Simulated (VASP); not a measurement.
# TiAl (Fm-3m) in VASP: single point with PBEsol

Aim: the single point of TiAl with PBEsol.

All numbers are computed with VASP 6.6.1; they aren't measurements. Logs are shortened: lines on timing, memory, paths and dates and some standing lists are left out, and cuts for length are marked.

**1. The cell of the first run**

The structure is cubic, space group Fm-3m (No. 225). Conventional cell: a = 5.046 Å, b = 5.046 Å, c = 5.046 Å, α = 90.00°, β = 90.00°, γ = 90.00°. Within 3.3 Å of Ti (site symmetry m-3m) lie 6 Al at 2.52 Å. Within 3.3 Å of Al (site symmetry m-3m) lie 6 Ti at 2.52 Å.

**2. Single point, PBEsol**

The input, INCAR:

```
SYSTEM = TiAl
PREC = Accurate ; ENCUT = 520
EDIFF = 1E-6 ; ISMEAR = 0
SIGMA = 0.15 ; LREAL = .FALSE.
LASPH = .TRUE. ; NELM = 80
ALGO = Fast ; ISIF = 2
LWAVE = .FALSE. ; LCHARG = .FALSE.
GGA = PS ; NBANDS = 14
```

The input, KPOINTS:

```
Automatic mesh
0
G
  16 16 16
  0 0 0
```

The input, POSCAR:

```
TiAl
1.0
    3.3642996919      0.8410749230      0.8410749230
    0.8410749230      3.3642996919      0.8410749230
    0.8410749230      0.8410749230      3.3642996919
Ti Al
1 1
Direct
    0.0000000000      0.0000000000      0.0000000000
    0.5000000000      0.5000000000      0.5000000000
```

Potentials or basis: VASP PAW PBE potentials, release 64 (Ti_sv, Al).

Started as:

```console
cat potpaw_PBE.64/Ti_sv/POTCAR potpaw_PBE.64/Al/POTCAR > POTCAR
mpirun -np 1 vasp_std > vasp.out
```

OUTCAR:

```text
SYSTEM = TiAl
   PREC = Accurate
   ENCUT = 520
   EDIFF = 1E-6
   ISMEAR = 0
   LREAL = .FALSE.
   LASPH = .TRUE.
   NELM = 80
   ISIF = 2
   GGA = PS

 ion  position               nearest neighbor table
   1  0.000  0.000  0.000-   2 2.52   2 2.52   2 2.52   2 2.52   2 2.52   2 2.52
   2  0.500  0.500  0.500-   1 2.52   1 2.52   1 2.52   1 2.52   1 2.52   1 2.52

  LATTYP: Found a face centered cubic cell.
 ALAT       =     5.0464495379

  Lattice vectors:

 A1 = (   3.3642996919,   0.8410749230,   0.8410749230)
 A2 = (   0.8410749230,   3.3642996919,   0.8410749230)
 A3 = (   0.8410749230,   0.8410749230,   3.3642996919)

Analysis of symmetry for initial positions (statically):
=====================================================================
 Subroutine PRICEL returns:
 Original cell was already a primitive cell.

 Routine SETGRP: Setting up the symmetry group for a
 face centered cubic supercell.

 Subroutine GETGRP returns: Found 48 space group operations
 (whereof 48 operations were pure point group operations)
 out of a pool of 48 trial point group operations.

The static configuration has the point symmetry O_h .

Analysis of symmetry for dynamics (positions and initial velocities):
=====================================================================
 Subroutine PRICEL returns:
 Original cell was already a primitive cell.

 Routine SETGRP: Setting up the symmetry group for a
 face centered cubic supercell.

 Subroutine GETGRP returns: Found 48 space group operations
 (whereof 48 operations were pure point group operations)
 out of a pool of 48 trial point group operations.

The dynamic configuration has the point symmetry O_h .

 Subroutine INISYM returns: Found 48 space group operations
 (whereof 48 operations are pure point group operations),
 and found     1 'primitive' translations

----------------------------------------------------------------------------------------

                                     Primitive cell

  volume of cell :      32.1290

  direct lattice vectors                    reciprocal lattice vectors
     3.364299692  0.841074923  0.841074923     0.330265200 -0.066053040 -0.066053040
     0.841074923  3.364299692  0.841074923    -0.066053040  0.330265200 -0.066053040
     0.841074923  0.841074923  3.364299692    -0.066053040 -0.066053040  0.330265200

  length of vectors
     3.568378689  3.568378689  3.568378689     0.343221664  0.343221664  0.343221664

  position of ions in fractional coordinates (direct lattice)
     0.000000000  0.000000000  0.000000000
     0.500000000  0.500000000  0.500000000

  ion indices of the primitive-cell ions
   primitive index   ion index
                 1           1
                 2           2

----------------------------------------------------------------------------------------

 KPOINTS: Automatic mesh

Automatic generation of k-mesh.
 Grid dimensions read from file:
 generate k-points for:   16   16   16

 Generating k-lattice:

  Cartesian coordinates                     Fractional coordinates (reciprocal lattice)
     0.020641575 -0.004128315 -0.004128315     0.062500000  0.000000000  0.000000000
    -0.004128315  0.020641575 -0.004128315     0.000000000  0.062500000  0.000000000
    -0.004128315 -0.004128315  0.020641575     0.000000000  0.000000000  0.062500000

  Length of vectors
     0.021451354  0.021451354  0.021451354

  Shift w.r.t. Gamma in fractional coordinates (k-lattice)
     0.000000000  0.000000000  0.000000000

 Subroutine IBZKPT returns following result:
 ===========================================

 Found    145 irreducible k-points:

 Following reciprocal coordinates:
            Coordinates               Weight
  0.000000  0.000000  0.000000      1.000000
  0.062500  0.000000  0.000000      8.000000
  0.125000  0.000000  0.000000      8.000000
  0.187500 -0.000000 -0.000000      8.000000
  0.250000  0.000000  0.000000      8.000000
  0.312500 -0.000000 -0.000000      8.000000
[... 16 lines left out ...]
 -0.125000  0.062500 -0.000000     24.000000
 -0.062500  0.062500  0.000000     12.000000
 [... further k-points ...]
   k-points           NKPTS =    145   k-points in BZ     NKDIM =    145   number of bands    NBANDS=     14
   number of dos      NEDOS =    301   number of ions     NIONS =      2
   total plane-waves  NPLWV =  21952
   dimension x,y,z NGX =    28 NGY =   28 NGZ =   28
   dimension x,y,z NGXF=    56 NGYF=   56 NGZF=   56
   ions per type =               1   1
   NGX,Y,Z   is equivalent  to a cutoff of  13.04, 13.04, 13.04 a.u.
   NGXF,Y,Z  is equivalent  to a cutoff of  26.09, 26.09, 26.09 a.u.
 SYSTEM =  TiAl
   PREC   = accura    normal or accurate (medium, high low for compatibility)
   ISTART =      0    job   : 0-new  1-cont  2-samecut
   ICHARG =      2    charge: 1-file 2-atom 10-const
   ISPIN  =      1    spin polarized calculation?
   LNONCOLLINEAR =      F non collinear calculations
   LSORBIT =      F    spin-orbit coupling
   LASPH  =      T    aspherical Exc in radial PAW
   ENCUT  =  520.0 eV  38.22 Ry    6.18 a.u.   6.63  6.63  6.63*2*pi/ulx,y,z
   NELM   =     80;   NELMIN=  2; NELMDL= -5     # of ELM steps
   EDIFF  = 0.1E-05   stopping-criterion for ELM
   LREAL  =      F    real-space projection
   EDIFFG = 0.1E-04   stopping-criterion for IOM
   NSW    =      0    number of steps for IOM
   IBRION =     -1    ionic relax: 0-MD 1-quasi-New 2-CG
   NFREE  =      0    steps in history (QN), initial steepest desc. (CG)
   ISIF   =      2    stress and relaxation
   ISYM   =      2    0-nonsym 1-usesym 2-fastsym
   POTIM  = 0.5000    time-step for ionic-motion
   TEBEG  =    0.0;   TEEND  =   0.0 temperature during run
   PSTRESS=    0.0 pullay stress
   NELECT =      15.0000    total number of electrons
   NUPDOWN=      -1.0000    fix difference up-down
   EMIN   =  10.00;   EMAX   =-10.00  energy-range for DOS
   EFERMI =   0.00;   METHOD = LEGACY
   ISMEAR =     0;   SIGMA  =   0.15  broadening in eV -4-tet -1-fermi 0-gaus
   EFERMI_NEDOS =   21; number of points for ismear=-14 and -15
   IALGO  =     68    algorithm
   IMIX   =      4    mixing-type and parameters
     AMIX     =   0.40;   BMIX     =  1.00
     AMIX_MAG =   1.60;   BMIX_MAG =  1.00
  volume/ion in A,a.u.               =      16.06       108.41
  Fermi-wavevector in a.u.,A,eV,Ry     =   1.270007  2.399964 21.945065  1.612917
  Thomas-Fermi vector in A             =   2.403017
   LORBIT       =      0    0 simple, 1 ext, 2 COOP (PROOUT), +10 PAW based schemes
   GGA     = PS    functional components
   LHFCALC =     F    Hartree Fock is set to
   AEXX    =    0.0000 exact exchange contribution
   IVDW    =     0    specifies the selected vdW correction
   LEPSILON=     F    determine dielectric tensor
   LRPA    =     F    only Hartree local field effects (RPA)
 non-spin polarized calculation
 RMM-DIIS sequential band-by-band and
 Gauss-broadening in eV      SIGMA  =   0.15
  energy-cutoff  :      520.00
  volume of cell :       32.13
 maximum number of plane-waves:       893
   NGX = 13   NGY = 13   NGZ = 13

 number of electron      15.0000001 magnetization

 Free energy of the ion-electron system (eV)
  ---------------------------------------------------
  ext. energy  EPLUGINS =         0.00000000
  ---------------------------------------------------
  free energy    TOTEN  =       -11.78010725 eV

  energy without entropy =      -11.75602444  energy(sigma->0) =      -11.76806584

 E-fermi :   7.9117     XC(G=0): -11.1305

 val. band max:        7.9016278808   @ k =   0.1875   0.1250   0.0000
 cond. band min:       7.9239555166   @ k =   0.1250   0.0000   0.0000
 fundamental gap:      0.0223276358
 Fermi energy:         7.9116705850

 k-point     1 :       0.0000    0.0000    0.0000
  band No.  band energies     occupation
      1     -48.1241      2.00000
      2     -24.4987      2.00000
      3     -24.4987      2.00000
      4     -24.4987      2.00000
      5      -0.4588      2.00000
      6       8.2797      0.00052
      7       8.2797      0.00052
      8       8.2797      0.00052
      9       8.7620      0.00000
     10       8.7620      0.00000
     11      14.4995      0.00000
     12      14.4995      0.00000
     13      14.4995      0.00000
     14      17.9563      0.00000

 k-point     2 :       0.0625    0.0000    0.0000
  band No.  band energies     occupation
      1     -48.1237      2.00000
      2     -24.5029      2.00000
      3     -24.4993      2.00000
      4     -24.4993      2.00000
      5      -0.3835      2.00000
      6       8.1891      0.00892
      7       8.3022      0.00023
      8       8.3022      0.00023
      9       8.7199      0.00000
     10       8.7199      0.00000
     11      14.2781      0.00000
     12      14.6093      0.00000
     13      14.6093      0.00000
     14      17.8800      0.00000

 k-point     3 :       0.1250    0.0000    0.0000
  band No.  band energies     occupation
      1     -48.1226      2.00000
      2     -24.5150      2.00000
      3     -24.5010      2.00000
      4     -24.5010      2.00000
      5      -0.1596      2.00000
      6       7.9240      0.90779
      7       8.2915      0.00034
      8       8.2915      0.00034
      9       8.6915      0.00000
     10       8.6915      0.00000
     11      13.7191      0.00000
     12      14.9062      0.00000
     13      14.9062      0.00000
     14      17.6543      0.00000
[... 324 lines left out ...]
 k-point    23 :      -0.1250    0.0625   -0.0000
  band No.  band energies     occupation
      1     -48.1217      2.00000
      2     -24.5222      2.00000
      3     -24.5050      2.00000
      4     -24.5012      2.00000
      5       0.0121      2.00000
      6       7.7771      1.79537
      7       8.1494      0.02499
      8       8.2914      0.00034
      9       8.5615      0.00000
     10       8.8782      0.00000
     11      13.5582      0.00000
     12      14.4956      0.00000
     13      15.4711      0.00000
     14      17.6062      0.00000

 k-point    24 :      -0.0625    0.0625    0.0000
  band No.  band energies     occupation
      1     -48.1231      2.00000
      2     -24.5089      2.00000
      3     -24.5017      2.00000
      4     -24.4996      2.00000
      5      -0.2588      2.00000
      6       8.0659      0.14598
      7       8.2644      0.00088
      8       8.3684      0.00002
      9       8.5622      0.00000
     10       8.7730      0.00000
     11      14.1173      0.00000
     12      14.4131      0.00000
     13      14.9631      0.00000
     14      17.7885      0.00000

 [... further k-points ...]

------------------------ aborting loop because EDIFF is reached ----------------------------------------

  FORCE on cell =-STRESS in cart. coord.  units (eV):
  Direction    XX          YY          ZZ          XY          YZ          ZX
  --------------------------------------------------------------------------------------
  -------------------------------------------------------------------------------------
  Total        2.3493879      2.3493879      2.3493879      0.0000000      0.0000000      0.0000000
  in kB      117.1567976    117.1567976    117.1567976      0.0000000      0.0000000      0.0000000
  external PRESSURE =     117.1567976 kB  Pullay stress =       0.0000000 kB

 VOLUME and BASIS-vectors are now :
 -----------------------------------------------------------------------------
  energy-cutoff  :      520.00
  volume of cell :       32.13
      direct lattice vectors                 reciprocal lattice vectors
     3.364299692  0.841074923  0.841074923     0.330265200 -0.066053040 -0.066053040
     0.841074923  3.364299692  0.841074923    -0.066053040  0.330265200 -0.066053040
     0.841074923  0.841074923  3.364299692    -0.066053040 -0.066053040  0.330265200

 POSITION                                       TOTAL-FORCE (eV/Angst)
 -----------------------------------------------------------------------------------
      0.00000      0.00000      0.00000        -0.000000      0.000000     -0.000000
      2.52322      2.52322      2.52322         0.000000     -0.000000      0.000000
 -----------------------------------------------------------------------------------
    total drift:                                0.000000     -0.000000     -0.000000

  FREE ENERGIE OF THE ION-ELECTRON SYSTEM (eV)
  ---------------------------------------------------
  free  energy   TOTEN  =       -11.7801072476 eV

  energy  without entropy=      -11.7560244397  energy(sigma->0) =      -11.76806584
```

It took 1.9 min on 1 thread of Intel Xeon 6975P-C (Granite Rapids), shared host; peak memory 0.2 GiB.

What came out:

```
Free energy : -11.7801 eV
Pressure    : 11.7 GPa
```

Caveat: the PAW data sets were made with another functional, which shifts forces and pressure a little.
